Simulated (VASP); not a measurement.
# Ti (Fm-3m) in VASP: a series of runs, part 2 of 2

VASP 6.6.1. The steps go on from the part before.

### Step 3. Single point, r2SCAN

This run uses another cell than the first one, of 15.73 Å³/atom.

The input, POSCAR:

```
Ti
1.0
    0.0000000000      1.9885598007      1.9885598007
    1.9885598007      0.0000000000      1.9885598007
    1.9885598007      1.9885598007      0.0000000000
Ti
1
Direct
    0.0000000000      0.0000000000      0.0000000000
```

The input, INCAR.step1:

```
SYSTEM = Ti
PREC     = Accurate       ! precision mode
ENCUT    = 520            ! plane-wave cutoff, eV
ISMEAR   = -1             ! smearing method
SIGMA    = 0.05           ! smearing width, eV
LREAL    = .FALSE.        ! projectors in reciprocal space
LASPH    = .TRUE.         ! aspherical terms in the spheres
NELM     = 80             ! most SCF steps
NBANDS   = 12             ! bands
GGA      = PE             ! functional
ALGO     = Normal         ! electronic algorithm
EDIFF    = 1E-4           ! SCF threshold, eV
LWAVE    = .TRUE.         ! write WAVECAR
LCHARG   = .FALSE.        ! write CHGCAR
```

The input, INCAR.step2:

```
SYSTEM = Ti
PREC     = Accurate       ! precision mode
ENCUT    = 520            ! plane-wave cutoff, eV
EDIFF    = 1E-6           ! SCF threshold, eV
ISMEAR   = -1             ! smearing method
SIGMA    = 0.05           ! smearing width, eV
LREAL    = .FALSE.        ! projectors in reciprocal space
LASPH    = .TRUE.         ! aspherical terms in the spheres
NELM     = 80             ! most SCF steps
ALGO     = Normal         ! electronic algorithm
ISIF     = 2              ! what is computed and relaxed
LWAVE    = .FALSE.        ! write WAVECAR
LCHARG   = .TRUE.         ! write CHGCAR
METAGGA  = R2SCAN         ! meta-GGA
LMIXTAU  = .TRUE.       
LELF     = .TRUE.         ! ELF
LVHAR    = .TRUE.       
NBANDS   = 12             ! bands
ISTART   = 1
```

The input, KPOINTS:

```
Automatic mesh
0
G
  11 11 11
  0 0 0
```

Potentials or basis: VASP PAW PBE potentials, release 64 (Ti_sv).

Run with:

```bash
$ cat potpaw_PBE.64/Ti_sv/POTCAR > POTCAR
$ cp INCAR.step1 INCAR
$ mpirun -np 1 vasp_std > vasp.out
$ cp INCAR.step2 INCAR
$ mpirun -np 1 vasp_std > vasp.out
```

OUTCAR:

```text
SYSTEM = Ti
   PREC = Accurate
   ENCUT = 520
   EDIFF = 1E-6
   ISMEAR = -1
   LREAL = .FALSE.
   LASPH = .TRUE.
   NELM = 80
   ISIF = 2
   METAGGA = R2SCAN
   ISTART = 1

 ion  position               nearest neighbor table
   1  0.000  0.000  0.000-

  LATTYP: Found a face centered cubic cell.
 ALAT       =     3.9771196014

  Lattice vectors:

 A1 = (   0.0000000000,   1.9885598007,   1.9885598007)
[... 538 lines left out ...]
     10      13.5401      0.00000
     11      24.3999      0.00000
     12      25.0289      0.00000

 [... further k-points ...]

------------------------ aborting loop because EDIFF is reached ----------------------------------------

  FORCE on cell =-STRESS in cart. coord.  units (eV):
  Direction    XX          YY          ZZ          XY          YZ          ZX
  --------------------------------------------------------------------------------------
  -------------------------------------------------------------------------------------
  Total        1.2834288      1.2834288      1.2834288      0.0000000      0.0000000     -0.0000000
  in kB      130.7484045    130.7484045    130.7484045      0.0000000      0.0000000     -0.0000000
  external PRESSURE =     130.7484045 kB  Pullay stress =       0.0000000 kB

 VOLUME and BASIS-vectors are now :
 -----------------------------------------------------------------------------
  energy-cutoff  :      520.00
  volume of cell :       15.73
      direct lattice vectors                 reciprocal lattice vectors
     0.000000000  1.988559801  1.988559801    -0.251438252  0.251438252  0.251438252
     1.988559801  0.000000000  1.988559801     0.251438252 -0.251438252  0.251438252
     1.988559801  1.988559801  0.000000000     0.251438252  0.251438252 -0.251438252

 POSITION                                       TOTAL-FORCE (eV/Angst)
 -----------------------------------------------------------------------------------
      0.00000      0.00000      0.00000        -0.000000     -0.000000     -0.000000
 -----------------------------------------------------------------------------------
    total drift:                               -0.000000     -0.000000     -0.000000

  FREE ENERGIE OF THE ION-ELECTRON SYSTEM (eV)
  ---------------------------------------------------
  free  energy   TOTEN  =       -12.8214046728 eV

  energy  without entropy=      -12.8111909170  energy(sigma->0) =      -12.81629779
```

OSZICAR.step1:

```text
N       E                     dE             d eps       ncg     rms          rms(c)
DAV:   1     0.837898163302E+02    0.83790E+02   -0.65905E+03  1360   0.121E+03
DAV:   2    -0.460117804084E+01   -0.88391E+02   -0.85937E+02  1360   0.295E+02
DAV:   3    -0.846522076275E+01   -0.38640E+01   -0.38253E+01  1748   0.629E+01
DAV:   4    -0.857392361215E+01   -0.10870E+00   -0.10855E+00  1536   0.904E+00
DAV:   5    -0.857692617469E+01   -0.30026E-02   -0.30025E-02  1560   0.136E+00    0.922E+00
DAV:   6    -0.772062472480E+01    0.85630E+00   -0.17552E+00  1452   0.202E+01    0.262E+00
DAV:   7    -0.771597872419E+01    0.46460E-02   -0.10385E-01  1624   0.391E+00    0.140E+00
DAV:   8    -0.773077837186E+01   -0.14800E-01   -0.44840E-02  1396   0.246E+00    0.135E-01
DAV:   9    -0.773102752938E+01   -0.24916E-03   -0.42348E-03  1624   0.676E-01    0.998E-02
DAV:  10    -0.773112902448E+01   -0.10150E-03   -0.26840E-04  1440   0.177E-01    0.285E-02
DAV:  11    -0.773110169573E+01    0.27329E-04   -0.32897E-05   784   0.711E-02
   1 F= -.77311017E+01 E0= -.77267960E+01  d E =-.861146E-02
```

Wall time 37 s (1 thread of AMD EPYC 9R45 (Zen 5), shared host); peak memory 0.11 GiB.

What came out:

```
Free energy            : -12.8214 eV
Pressure               : 13.1 GPa
Band gap on the k mesh : zero (bands 6 and 7 overlap by 1.40 eV)
```

Caveat: the cell stands under pressure; the PAW data sets were made with another functional, which shifts forces and pressure a little.

### Step 4. Single point, r2SCAN

This run uses another cell than the first one, of 16.06 Å³/atom.

The input, POSCAR:

```
Ti
1.0
    0.0000000000      2.0025642044      2.0025642044
    2.0025642044      0.0000000000      2.0025642044
    2.0025642044      2.0025642044      0.0000000000
Ti
1
Direct
    0.0000000000      0.0000000000      0.0000000000
```

The input, INCAR.step1:

```
SYSTEM = Ti
PREC = Accurate ; ENCUT = 520
ISMEAR = -1 ; SIGMA = 0.05
LREAL = .FALSE. ; LASPH = .TRUE.
NELM = 80 ; NBANDS = 12
GGA = PE ; ALGO = Normal
EDIFF = 1E-4 ; LWAVE = .TRUE.
LCHARG = .FALSE.
```

The input, INCAR.step2:

```
SYSTEM = Ti
PREC = Accurate ; ENCUT = 520
EDIFF = 1E-7 ; ISMEAR = -1
SIGMA = 0.05 ; LREAL = .FALSE.
LASPH = .TRUE. ; NELM = 80
ALGO = Normal ; ISIF = 2
LWAVE = .FALSE. ; LCHARG = .TRUE.
METAGGA = R2SCAN ; LMIXTAU = .TRUE.
LELF = .TRUE. ; LVHAR = .TRUE.
NBANDS = 12 ; ISTART = 1
```

KPOINTS is that of step 3.

Run with:

```bash
$ cat potpaw_PBE.64/Ti_sv/POTCAR > POTCAR
$ cp INCAR.step1 INCAR
$ mpirun -np 1 vasp_std > vasp.out
$ cp INCAR.step2 INCAR
$ mpirun -np 1 vasp_std > vasp.out
```

Run time: 42 s. Hardware: 1 thread of AMD EPYC 9R45 (Zen 5), shared host; peak memory 0.11 GiB.

Results (log left out):

```
Free energy            : -12.8458 eV
Pressure               : 10.0 GPa
Band gap on the k mesh : zero (bands 6 and 7 overlap by 1.38 eV)
```

Levels at points of the mesh, in eV from the Fermi level:
| k point | band 3 | band 4 | band 5 | band 6 | band 7 | band 8 | band 9 | band 10 |
| --- | --- | --- | --- | --- | --- | --- | --- | --- |
| (0.00, 0.00, 0.00) | -33.58 | -33.58 | -6.63 | 1.07 | 1.07 | 1.07 | 3.06 | 3.06 |

Caveat: the cell stands under pressure; the PAW data sets were made with another functional, which shifts forces and pressure a little.

### Step 5. Summary

| level | potentials or basis | cell | gap on the mesh (eV) | pressure (GPa) |
| --- | --- | --- | --- | --- |
| LDA | VASP PAW LDA potentials, release 64 (Ti_sv) | a = 2.909 Å, angles 60.0°, 1 atom | none | -9.0 |
| r2SCAN | VASP PAW PBE potentials, release 64 (Ti_sv) | a = 2.812 Å, angles 60.0°, 1 atom | none | 13.1 |
| r2SCAN | VASP PAW PBE potentials, release 64 (Ti_sv) | a = 2.832 Å, angles 60.0°, 1 atom | none | 10.0 |

Alike in all rows: task single point; no spin polarisation; k mesh 11 × 11 × 11; cutoff (eV) 520; smearing fermi-dirac 0.05 eV.

Caveats: the cell stands under pressure (at least some runs); the PAW data sets were made with another functional, which shifts forces and pressure a little (at least some runs); the cell stands under tension (at least some runs).

Absolute energies hang on the potentials; compare differences alone.
